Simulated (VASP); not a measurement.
The system is BaTiO3.

```
Ba Ti O
1.0
     3.99980    0.00000    0.00000
     0.00000    3.99980    0.00000
     0.00000    0.00000    4.01800
Ba Ti O
1 1 3
Direct
  0.00000 0.00000 0.00000
  0.50000 0.50000 0.49000
  0.50000 0.50000 0.01900
  0.50000 0.00000 0.51700
  0.00000 0.50000 0.51700
```

Base run:

* Program: VASP 6.6.1
* Functional: PBEsol
* Potentials or basis: VASP PAW PBE potentials, release 64 (Ba_sv, Ti_sv, O)
* Cutoff: 520 eV
* k mesh: 6 × 6 × 6
* Occupations: gaussian, width 0.01 eV
* Spin: no spin polarisation
* Hubbard terms: Ti d U = 6.0 eV

Its results: band gap on the k mesh 2.47 eV (least direct gap 2.78 eV); pressure 3.0 GPa; largest force 0.739 eV/Å.

**Question.** The run is repeated on the same cell with these changes: hubbard terms from Ti d U = 6.0 eV to Ti d U = 4.0 eV. What comes out?

**Answer.** Band gap on the k mesh 2.20 eV (least direct gap 2.51 eV); pressure 1.3 GPa; largest force 0.441 eV/Å.

Caveats: the PAW data sets were made with another functional, which shifts forces and pressure a little; spin-orbit coupling is left out, which moves the levels of the heavy elements; the cell stands under pressure (at least some runs).

A k mesh can miss the band edges.
